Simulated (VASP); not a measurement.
Write the native input for VASP 6.6.1 that does the following.

- Task: single point
- Functional: r2SCAN
- Potentials or basis: VASP PAW PBE potentials, release 64 (Na_pv, I)
- Cutoff: 520 eV
- k mesh: 8 × 8 × 8
- Occupations: gaussian, width 0.05 eV
- Spin: no spin polarisation
- Dipole correction: no
- Further INCAR settings: ALGO = Normal; EDIFF = 1e-06; NBANDS = 14

Crystal: NaI.

```xyz
2
Lattice="-1.3592 2.7184 2.7184 2.7184 -1.3592 2.7184 2.7184 2.7184 -1.3592" Properties=species:S:1:pos:R:3 pbc="T T T"
Na    0.0000    0.0000    0.0000
I     2.0388    2.0388    2.0388
```

This cell differs from its parent crystal: ratio of the length along [111] to the lengths across it x 0.5, volume and fractional coordinates fixed.

One way to write it, as run:

POSCAR

```
NaI
1.0
   -1.3592028286      2.7184056573      2.7184056573
    2.7184056573     -1.3592028286      2.7184056573
    2.7184056573      2.7184056573     -1.3592028286
Na I
1 1
Direct
    0.0000000000      0.0000000000      0.0000000000
    0.5000000000      0.5000000000      0.5000000000
```

INCAR.step1

```
PREC = Accurate
ENCUT = 520
ISMEAR = 0
SIGMA = 0.05
LREAL = F
LASPH = T
NELM = 100
NBANDS = 14
GGA = PE
ALGO = Normal
EDIFF = 1E-4
LWAVE = T
LCHARG = F
```

INCAR.step2

```
PREC = Accurate
ENCUT = 520
EDIFF = 1E-6
ISMEAR = 0
SIGMA = 0.05
LREAL = F
LASPH = T
NELM = 100
ALGO = Normal
ISIF = 2
LWAVE = F
LCHARG = F
METAGGA = R2SCAN
LMIXTAU = T
NBANDS = 14
ISTART = 1
```

KPOINTS

```
Automatic mesh
0
Gamma
  8 8 8
```

Potentials or basis: VASP PAW PBE potentials, release 64 (Na_pv, I).

The run is started by

```bash
$ cat potpaw_PBE.64/Na_pv/POTCAR potpaw_PBE.64/I/POTCAR > POTCAR
$ cp INCAR.step1 INCAR
$ mpirun -np 1 vasp_std > vasp.out
$ cp INCAR.step2 INCAR
$ mpirun -np 1 vasp_std > vasp.out
```

It gave:

- Pressure: -0.6 GPa
- Band gap on the k mesh: 3.02 eV (least direct gap 3.42 eV)

Caveat: the PAW data sets were made with another functional, which shifts forces and pressure a little; spin-orbit coupling is left out, which moves the levels of the heavy elements.

Run time: 38 s on 1 thread of Intel(R) Xeon(R) 6975P-C (Granite Rapids), with other jobs on the host, peak memory 0.18 GiB.
